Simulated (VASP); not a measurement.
Input of a VASP 6.6.1 run:

The input INCAR:

```
SYSTEM = Ga2O3
  PREC = Accurate
  ENCUT = 520
  EDIFF = 1E-6
  ISMEAR = 0
  SIGMA = 0.02
  LREAL = .False.
  LASPH = .True.
  NELM = 60
  ALGO = Normal
  ISIF = 2
  LWAVE = .False.
  LCHARG = .False.
  NBANDS = 55
```

KPOINTS

```
Automatic mesh
0
Gamma
  6 6 6
  0 0 0
```

Contents of POSCAR:

```
Ga2O3
1.0
    2.4749501546      1.4289131380      4.4353549202
   -2.4749501546      1.4289131380      4.4353549202
    0.0000000000     -2.8578262759      4.4353549202
Ga O
4 6
Direct
    0.8557741007      0.8557741007      0.8557741007
    0.6442258993      0.6442258993      0.6442258993
    0.1442258993      0.1442258993      0.1442258993
    0.3557741007      0.3557741007      0.3557741007
    0.0527748592      0.4472251408      0.7500000000
    0.7500000000      0.0527748592      0.4472251408
    0.4472251408      0.7500000000      0.0527748592
    0.9472251408      0.5527748592      0.2500000000
    0.2500000000      0.9472251408      0.5527748592
    0.5527748592      0.2500000000      0.9472251408
```

Potentials or basis: VASP PAW LDA potentials, release 64 (Ga_d, O).

The run is started by

```console
$ cat potpaw_LDA.64/Ga_d/POTCAR potpaw_LDA.64/O/POTCAR > POTCAR
$ mpirun -np 1 vasp_std > vasp.out
```

Q: Estimate the band gap on the k mesh.

A: 3.06 eV, indirect (least direct gap 3.33 eV).

Q: Estimate the pressure.

A: 2.1 GPa.

Q: Estimate the largest force.

A: 0.025 eV/Å.

Stress tensor (GPa, compression positive):
```
2.27 0.00 0.00
0.00 2.27 0.00
0.00 0.00 1.77
```

A k mesh can miss the band edges. Expect the measured gap to be larger: semilocal functionals such as LDA lack the derivative discontinuity.
